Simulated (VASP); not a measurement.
# Ga2O3 (Pbcn) in VASP: further runs

The runs below take Ga2O3 through single point, with PBE.

Program: VASP 6.6.1. These are calculated values, not measurements. Logs are shortened: lines on timing, memory, paths and dates and some standing lists are left out, and cuts for length are marked.

**1. The cell of the first run**

The structure is orthorhombic, space group Pbcn (No. 60). The conventional cell has a = 6.988 Å, b = 4.763 Å, c = 4.887 Å, α = 90.00°, β = 90.00°, γ = 90.00°. Ga (site symmetry 1) has 6 O at 1.86 to 2.04 Å within 2.5 Å. Within 2.8 Å of O (site symmetry 1) lie 4 Ga at 1.86 to 2.04 Å and 9 O at 2.48 to 2.74 Å. Within 2.6 Å of O (site symmetry 2) lie 4 Ga at 1.86 to 1.95 Å and 8 O at 2.48 to 2.59 Å.

**2. Single point, PBE (8.13 Å³/atom)**

INCAR

```
PREC = Accurate
ENCUT = 520
EDIFF = 1E-7
ISMEAR = -1
SIGMA = 0.02
LREAL = Auto
LASPH = True
NELM = 80
ALGO = Normal
ISIF = 2
LWAVE = False
LCHARG = True
GGA = PE
LELF = True
LVHAR = True
NBANDS = 104
```

KPOINTS

```
Automatic mesh
0
Gamma
  3 5 5
```

POSCAR

```
Ga2O3
1.0
    6.9879748498      0.0000000000      0.0000000000
    0.0000000000      4.7633386616      0.0000000000
    0.0000000000      0.0000000000      4.8871532549
Ga O
8 12
Direct
    0.1169784324      0.7538285566      0.0340851914
    0.6169784324      0.7461714434      0.9659148086
    0.8830215676      0.7538285566      0.4659148086
    0.3830215676      0.7461714434      0.5340851914
    0.8830215676      0.2461714434      0.9659148086
    0.3830215676      0.2538285566      0.0340851914
    0.1169784324      0.2461714434      0.5340851914
    0.6169784324      0.2538285566      0.4659148086
    0.8471891816      0.6082010401      0.1036629304
    0.3471891816      0.8917989599      0.8963370696
    0.1528108184      0.6082010401      0.3963370696
    0.6528108184      0.8917989599      0.6036629304
    0.1528108184      0.3917989599      0.8963370696
    0.6528108184      0.1082010401      0.1036629304
    0.8471891816      0.3917989599      0.6036629304
    0.3471891816      0.1082010401      0.3963370696
    0.0000000000      0.0530884930      0.2500000000
    0.5000000000      0.4469115070      0.7500000000
    0.0000000000      0.9469115070      0.7500000000
    0.5000000000      0.5530884930      0.2500000000
```

Potentials or basis: VASP PAW PBE potentials, release 64 (Ga_d, O).

Run with:

```console
> cat potpaw_PBE.64/Ga_d/POTCAR potpaw_PBE.64/O/POTCAR > POTCAR
> mpirun -np 1 vasp_std > vasp.out
```

OUTCAR:

```text
PREC = Accurate
   ENCUT = 520
   EDIFF = 1E-7
   ISMEAR = -1
   LREAL = Auto
   LASPH = True
   NELM = 80
   ISIF = 2
   GGA = PE

 ion  position               nearest neighbor table
   1  0.117  0.754  0.034-  19 1.86  10 1.86  13 1.87  11 1.92  17 1.95   9 2.04   3 2.67   5 2.88

   2  0.617  0.746  0.966-  20 1.86   9 1.86  14 1.87  12 1.92  18 1.95  10 2.04   4 2.67   6 2.88

   3  0.883  0.754  0.466-  19 1.86  12 1.86  15 1.87   9 1.92  17 1.95  11 2.04   1 2.67   7 2.88
[... 11 lines left out ...]
   9  0.847  0.608  0.104-   2 1.86   5 1.87   3 1.92   1 2.04
  10  0.347  0.892  0.896-   1 1.86   6 1.87   4 1.92   2 2.04
  11  0.153  0.608  0.396-   4 1.86   7 1.87   1 1.92   3 2.04
  12  0.653  0.892  0.604-   3 1.86   8 1.87   2 1.92   4 2.04
  13  0.153  0.392  0.896-   6 1.86   1 1.87   7 1.92   5 2.04
  14  0.653  0.108  0.104-   5 1.86   2 1.87   8 1.92   6 2.04
  15  0.847  0.392  0.604-   8 1.86   3 1.87   5 1.92   7 2.04
  16  0.347  0.108  0.396-   7 1.86   4 1.87   6 1.92   8 2.04
  17  0.000  0.053  0.250-   5 1.86   7 1.86   1 1.95   3 1.95
  18  0.500  0.447  0.750-   6 1.86   8 1.86   2 1.95   4 1.95
  19  0.000  0.947  0.750-   1 1.86   3 1.86   5 1.95   7 1.95
  20  0.500  0.553  0.250-   2 1.86   4 1.86   6 1.95   8 1.95

  LATTYP: Found a simple orthorhombic cell.
 ALAT       =     4.7633386616
 B/A-ratio  =     1.0259932375
 C/A-ratio  =     1.4670329671

  Lattice vectors:

 A1 = (   0.0000000000,   4.7633386616,   0.0000000000)
 A2 = (   0.0000000000,   0.0000000000,   4.8871532549)
 A3 = (   6.9879748498,   0.0000000000,   0.0000000000)

Analysis of symmetry for initial positions (statically):
=====================================================================
 Subroutine PRICEL returns:
 Original cell was already a primitive cell.

 Routine SETGRP: Setting up the symmetry group for a
 simple orthorhombic supercell.

 Subroutine GETGRP returns: Found  8 space group operations
 (whereof  2 operations were pure point group operations)
 out of a pool of  8 trial point group operations.

The static configuration has the point symmetry S_2 .
 The point group associated with its full space group is D_2h.

Analysis of symmetry for dynamics (positions and initial velocities):
=====================================================================
[... 141 lines left out ...]
   LREAL  =      T    real-space projection
   EDIFFG = 0.1E-05   stopping-criterion for IOM
   NSW    =      0    number of steps for IOM
   IBRION =     -1    ionic relax: 0-MD 1-quasi-New 2-CG
   NFREE  =      0    steps in history (QN), initial steepest desc. (CG)
   ISIF   =      2    stress and relaxation
   ISYM   =      2    0-nonsym 1-usesym 2-fastsym
   POTIM  = 0.5000    time-step for ionic-motion
   TEBEG  =    0.0;   TEEND  =   0.0 temperature during run
   PSTRESS=    0.0 pullay stress
   NELECT =     176.0000    total number of electrons
   NUPDOWN=      -1.0000    fix difference up-down
   EMIN   =  10.00;   EMAX   =-10.00  energy-range for DOS
   EFERMI =   0.00;   METHOD = LEGACY
   ISMEAR =    -1;   SIGMA  =   0.02  broadening in eV -4-tet -1-fermi 0-gaus
   EFERMI_NEDOS =   21; number of points for ismear=-14 and -15
   IALGO  =     38    algorithm
   IMIX   =      4    mixing-type and parameters
     AMIX     =   0.40;   BMIX     =  1.00
     AMIX_MAG =   1.60;   BMIX_MAG =  1.00
  volume/ion in A,a.u.               =       8.13        54.89
  Fermi-wavevector in a.u.,A,eV,Ry     =   1.680633  3.175935 38.430012  2.824526
  Thomas-Fermi vector in A             =   2.764333
   LORBIT       =      0    0 simple, 1 ext, 2 COOP (PROOUT), +10 PAW based schemes
   GGA     = PE    functional components
   LHFCALC =     F    Hartree Fock is set to
   AEXX    =    0.0000 exact exchange contribution
   IVDW    =     0    specifies the selected vdW correction
   LEPSILON=     F    determine dielectric tensor
   LRPA    =     F    only Hartree local field effects (RPA)
 non-spin polarized calculation
  energy-cutoff  :      520.00
  volume of cell :      162.67
 maximum number of plane-waves:      4395
 NGX is ok and might be reduce to    54
   NGX = 25   NGY = 17   NGZ = 19

 number of electron     175.9999960 magnetization

 Free energy of the ion-electron system (eV)
  ---------------------------------------------------
  ext. energy  EPLUGINS =         0.00000000
  ---------------------------------------------------
  free energy    TOTEN  =      -112.46186704 eV

  energy without entropy =     -112.46186704  energy(sigma->0) =     -112.46186704

 E-fermi :   7.2359     XC(G=0): -13.2888

 val. band max:        6.7170467806   @ k =   0.0000   0.0000   0.4000
 cond. band min:      10.8127112949   @ k =   0.0000   0.0000   0.0000
 fundamental gap:      4.0956645143
 Fermi energy:         7.2358573184

 k-point     1 :       0.0000    0.0000    0.0000
  band No.  band energies     occupation
      1     -13.7251      2.00000
      2     -12.4889      2.00000
      3     -11.7504      2.00000
      4     -11.4232      2.00000
      5     -11.2793      2.00000
      6     -11.2474      2.00000
[... 1843 lines left out ...]
     99      16.6004      0.00000
    100      16.6337      0.00000
 [bands above 100 left out]

------------------------ aborting loop because EDIFF is reached ----------------------------------------

  FORCE on cell =-STRESS in cart. coord.  units (eV):
  Direction    XX          YY          ZZ          XY          YZ          ZX
  --------------------------------------------------------------------------------------
  -------------------------------------------------------------------------------------
  Total       58.1381706     59.4028548     58.8183312      0.0000000      0.0000000      0.0000000
  in kB      572.6024388    585.0583039    579.3013355      0.0000000      0.0000000      0.0000000
  external PRESSURE =     578.9873594 kB  Pullay stress =       0.0000000 kB

 VOLUME and BASIS-vectors are now :
 -----------------------------------------------------------------------------
  energy-cutoff  :      520.00
  volume of cell :      162.67
      direct lattice vectors                 reciprocal lattice vectors
     6.987974850  0.000000000  0.000000000     0.143102976  0.000000000  0.000000000
     0.000000000  4.763338662  0.000000000     0.000000000  0.209936784  0.000000000
     0.000000000  0.000000000  4.887153255     0.000000000  0.000000000  0.204618097

 POSITION                                       TOTAL-FORCE (eV/Angst)
 -----------------------------------------------------------------------------------
      0.81744      3.59074      0.16658         0.028308     -0.003631     -0.022596
      4.31143      3.55427      4.72057         0.028308      0.003631      0.022596
      6.17053      3.59074      2.27700        -0.028308     -0.003631      0.022596
      2.67655      3.55427      2.61016        -0.028308      0.003631     -0.022596
      6.17053      1.17260      4.72057        -0.028308      0.003631      0.022596
      2.67655      1.20907      0.16658        -0.028308     -0.003631     -0.022596
[... 12 lines left out ...]
      0.00000      4.51046      3.66536        -0.000000     -0.031725      0.000000
      3.49399      2.63455      1.22179         0.000000      0.031725      0.000000
 -----------------------------------------------------------------------------------
    total drift:                                0.000000     -0.000000      0.000000

  FREE ENERGIE OF THE ION-ELECTRON SYSTEM (eV)
  ---------------------------------------------------
  free  energy   TOTEN  =      -112.4618670372 eV

  energy  without entropy=     -112.4618670372  energy(sigma->0) =     -112.46186704
```

Wall time 18 min (1 thread of Oxide Virtual Turin-like, shared host); peak memory 0.33 GiB.

Results:

* Free energy: -112.4619 eV
* Pressure: 57.9 GPa
* Largest force: 0.036 eV/Å
* Band gap on the k mesh: 4.10 eV (least direct gap 4.24 eV)

Forces on the atoms (eV/Å):
```
Ga   0.028 -0.004 -0.023
Ga   0.028  0.004  0.023
Ga  -0.028 -0.004  0.023
Ga  -0.028  0.004 -0.023
Ga  -0.028  0.004  0.023
Ga  -0.028 -0.004 -0.023
Ga   0.028  0.004 -0.023
Ga   0.028 -0.004  0.023
O   -0.017 -0.005 -0.014
O   -0.017  0.005  0.014
O    0.017 -0.005  0.014
O    0.017  0.005 -0.014
O    0.017  0.005  0.014
O    0.017 -0.005 -0.014
O   -0.017  0.005 -0.014
O   -0.017 -0.005  0.014
O    0.000  0.032  0.000
O    0.000 -0.032  0.000
O    0.000 -0.032  0.000
O    0.000  0.032  0.000
```

Caveat: the cell stands under pressure. A k mesh can miss the band edges.

**3. Single point, PBE**

This run uses another cell than the first one, of 7.97 Å³/atom.

INCAR

```
SYSTEM = Ga2O3
  ALGO = Normal
  EDIFF = 1E-6
  ENCUT = 520
  GGA = PE
  ISIF = 2
  ISMEAR = -1
  LASPH = .TRUE.
  LCHARG = .FALSE.
  LREAL = Auto
  LWAVE = .FALSE.
  NBANDS = 104
  NELM = 80
  PREC = Accurate
  SIGMA = 0.02
```

KPOINTS

```
k-points
0
G
  3 5 5
  0 0 0
```

POSCAR

```
Ga2O3
1.0
    6.9420000000      0.0000000000      0.0000000000
    0.0000000000      4.7320000000      0.0000000000
    0.0000000000      0.0000000000      4.8550000000
Ga O
8 12
Direct
    0.1172431422      0.7540731967      0.0347316265
    0.6172431422      0.7459268033      0.9652683735
    0.8827568578      0.7540731967      0.4652683735
    0.3827568578      0.7459268033      0.5347316265
    0.8827568578      0.2459268033      0.9652683735
    0.3827568578      0.2540731967      0.0347316265
    0.1172431422      0.2459268033      0.5347316265
    0.6172431422      0.2540731967      0.4652683735
    0.8472982105      0.6081997762      0.1033779228
    0.3472982105      0.8918002238      0.8966220772
    0.1527017895      0.6081997762      0.3966220772
    0.6527017895      0.8918002238      0.6033779228
    0.1527017895      0.3918002238      0.8966220772
    0.6527017895      0.1081997762      0.1033779228
    0.8472982105      0.3918002238      0.6033779228
    0.3472982105      0.1081997762      0.3966220772
    0.0000000000      0.0537551376      0.2500000000
    0.5000000000      0.4462448624      0.7500000000
    0.0000000000      0.9462448624      0.7500000000
    0.5000000000      0.5537551376      0.2500000000
```

Potentials or basis: VASP PAW PBE potentials, release 64 (Ga_d, O).

Run with:

```console
> cat potpaw_PBE.64/Ga_d/POTCAR potpaw_PBE.64/O/POTCAR > POTCAR
> mpirun -np 1 vasp_std > vasp.out
```

Wall time 11 min (1 thread of Oxide Virtual Turin-like, shared host); peak memory 0.33 GiB.

Results (log left out):

```
Free energy            : -111.2160 eV
Pressure               : 66.8 GPa
Largest force          : 0.053 eV/Å
Band gap on the k mesh : 4.32 eV (least direct gap 4.47 eV)
```

Forces on the atoms (eV/Å):
```
Ga   0.048 -0.017 -0.017
Ga   0.048  0.017  0.017
Ga  -0.048 -0.017  0.017
Ga  -0.048  0.017 -0.017
Ga  -0.048  0.017  0.017
Ga  -0.048 -0.017 -0.017
Ga   0.048  0.017 -0.017
Ga   0.048 -0.017  0.017
O   -0.017 -0.007 -0.006
O   -0.017  0.007  0.006
O    0.017 -0.007  0.006
O    0.017  0.007 -0.006
O    0.017  0.007  0.006
O    0.017 -0.007 -0.006
O   -0.017  0.007 -0.006
O   -0.017 -0.007  0.006
O    0.000  0.037  0.000
O    0.000 -0.037  0.000
O    0.000 -0.037  0.000
O    0.000  0.037  0.000
```

Stress tensor (GPa, compression positive):
```
65.93  0.00  0.00
 0.00 67.30  0.00
 0.00  0.00 67.09
```

Levels at points of the mesh, in eV from the valence-band top:
| k point | band 84 | band 85 | band 86 | band 87 | band 88 | band 89 | band 90 | band 91 | band 92 | band 93 |
| --- | --- | --- | --- | --- | --- | --- | --- | --- | --- | --- |
| (0.00, 0.00, 0.00) | -0.24 | -0.22 | -0.21 | -0.17 | -0.15 | 4.32 | 7.59 | 7.79 | 8.20 | 8.25 |

Caveat: the cell stands under pressure.

**4. Single point, PBE (z stretched by +1 %, then relaxed in part)**

INCAR

```
SYSTEM = Ga2O3
  PREC = Accurate
  ENCUT = 520
  EDIFF = 1E-6
  ISMEAR = -1
  SIGMA = 0.02
  LREAL = Auto
  LASPH = .TRUE.
  NELM = 80
  ALGO = Normal
  ISIF = 2
  LWAVE = .FALSE.
  LCHARG = .TRUE.
  GGA = PE
  LELF = .TRUE.
  LVHAR = .TRUE.
  NBANDS = 104
```

KPOINTS

```
Automatic mesh
0
G
  3 5 5
  0 0 0
```

POSCAR

```
Ga2O3
1.0
    6.9420000000      0.0000000000      0.0000000000
    0.0000000000      4.7320000000      0.0000000000
    0.0000000000      0.0000000000      4.9035500000
Ga O
8 12
Direct
    0.1170089971      0.7541432888      0.0351205650
    0.6170089971      0.7458567112      0.9648794350
    0.8829910029      0.7541432888      0.4648794350
    0.3829910029      0.7458567112      0.5351205650
    0.8829910029      0.2458567112      0.9648794350
    0.3829910029      0.2541432888      0.0351205650
    0.1170089971      0.2458567112      0.5351205650
    0.6170089971      0.2541432888      0.4648794350
    0.8472593861      0.6080989475      0.1043140685
    0.3472593861      0.8919010525      0.8956859315
    0.1527406139      0.6080989475      0.3956859315
    0.6527406139      0.8919010525      0.6043140685
    0.1527406139      0.3919010525      0.8956859315
    0.6527406139      0.1080989475      0.1043140685
    0.8472593861      0.3919010525      0.6043140685
    0.3472593861      0.1080989475      0.3956859315
    0.0000000000      0.0543384291      0.2500000000
    0.5000000000      0.4456615709      0.7500000000
    0.0000000000      0.9456615709      0.7500000000
    0.5000000000      0.5543384291      0.2500000000
```

Run with:

```console
> cat potpaw_PBE.64/Ga_d/POTCAR potpaw_PBE.64/O/POTCAR > POTCAR
> mpirun -np 1 vasp_std > vasp.out
```

Run time: 10 min. Hardware: 1 thread of Oxide Virtual Turin-like, shared host; peak memory 0.33 GiB.

The run converged. Its results:

```
Free energy            : -111.8516 eV
Pressure               : 62.1 GPa
Largest force          : 0.043 eV/Å
Band gap on the k mesh : 4.19 eV (least direct gap 4.33 eV)
```

Forces on the atoms (eV/Å):
```
Ga   0.038  0.000 -0.021
Ga   0.038  0.000  0.021
Ga  -0.038  0.000  0.021
Ga  -0.038  0.000 -0.021
Ga  -0.038  0.000  0.021
Ga  -0.038  0.000 -0.021
Ga   0.038  0.000 -0.021
Ga   0.038  0.000  0.021
O   -0.017 -0.010 -0.009
O   -0.017  0.010  0.009
O    0.017 -0.010  0.009
O    0.017  0.010 -0.009
O    0.017  0.010  0.009
O    0.017 -0.010 -0.009
O   -0.017  0.010 -0.009
O   -0.017 -0.010  0.009
O    0.000  0.041  0.000
O    0.000 -0.041  0.000
O    0.000 -0.041  0.000
O    0.000  0.041  0.000
```

Stress tensor (GPa, compression positive):
```
62.42  0.00  0.00
 0.00 63.74  0.00
 0.00  0.00 60.14
```

Levels at points of the mesh, in eV from the valence-band top:
```
           k point  band 85  band 86  band 87  band 88  band 89  band 90  band 91  band 92
(0.00, 0.00, 0.00)    -0.27    -0.25    -0.16    -0.15     4.19     7.45     7.71     8.04
```

Caveat: the cell differs from its parent crystal (z stretched by +1 %, then relaxed in part); the cell stands under pressure. A k mesh can miss the band edges.

**5. Overview**

```csv
cell,gap on the mesh (eV),pressure (GPa),largest force (eV/Å)
"a = 6.988, b = 4.763, c = 4.887 Å, 20 atoms, atomic positions A",4.10,57.9,0.04
"a = 6.942, b = 4.732, c = 4.855 Å, 20 atoms, atomic positions B",4.32,66.8,0.05
"a = 6.942, b = 4.732, c = 4.904 Å, 20 atoms, atomic positions C",4.19,62.1,0.04
```

Alike in all rows: task single point; level PBE; potentials or basis VASP PAW PBE potentials, release 64 (Ga_d, O); no spin polarisation; k mesh 3 × 5 × 5; cutoff (eV) 520; smearing fermi-dirac 0.02 eV.

Caveats: the cell stands under pressure.

Absolute energies hang on the potentials; compare differences alone.
